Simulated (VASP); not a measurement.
Here is a VASP 6.6.1 calculation.

Contents of INCAR:

```
  PREC = Accurate
  ENCUT = 520
  EDIFF = 1E-6
  ISMEAR = -1
  SIGMA = 0.1
  LREAL = F
  LASPH = T
  NELM = 150
  ALGO = Normal
  ISIF = 2
  LWAVE = F
  LCHARG = F
  ISPIN = 2
  MAGMOM = 3 3
  LORBIT = 11
  LMAXMIX = 4
  GGA = PE
  NBANDS = 20
```

KPOINTS

```
Automatic mesh
0
Gamma
  7 14 14
```

POSCAR

```
Co
1.0
    0.0000000000      3.5921000000      3.5921000000
    1.7960500000      0.0000000000      1.7960500000
    1.7960500000      1.7960500000      0.0000000000
Co
2
Direct
    0.0000000000      0.0000000000      0.0000000000
    0.5000000000      0.0000000000      0.0000000000
```

Potentials or basis: VASP PAW PBE potentials, release 64 (Co).

Launch:

```console
$ cat potpaw_PBE.64/Co/POTCAR > POTCAR
$ mpirun -np 1 vasp_std > vasp.out
```

Question: Estimate the site moments.

Answer: Co +1.73 μB.

Question: Estimate the net moment.

Answer: 3.40 μB per cell.

Question: What does it give for the pressure?

Answer: -10.8 GPa.

Caveat: the cell stands under tension.
